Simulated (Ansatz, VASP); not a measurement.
KCl in VASP and in Ansatz

```
CELL_PARAMETERS angstrom
0.00000 3.14485 3.14485
3.14485 0.00000 3.14485
3.14485 3.14485 0.00000
ATOMIC_POSITIONS crystal
K 0.00000 0.00000 0.00000
Cl 0.50000 0.50000 0.50000
```

Alike in both runs: task single point; functional r2SCAN; k mesh 8 × 8 × 8; no spin polarisation.

|  | VASP | Ansatz |
| --- | --- | --- |
| version | VASP 6.6.1 | Ansatz 0.2.0 |
| potentials or method | VASP PAW PBE potentials, release 64 (K_sv, Cl) | plane waves, PAW |
| plane-wave cutoff (eV) | 520 | 500 |
| occupations | gaussian, width 0.01 eV | fixed |
| valence electrons in the cell | 16 | 16 |

Ansatz gave:

* gap on the k mesh at the Fermi level (eV): 5.83
* pressure (GPa): 0.0

Estimate VASP's values.

gap on the k mesh at the Fermi level (eV): 5.84; pressure (GPa): 0.0.

VASP's potentials were made for PBE, not for r2SCAN.
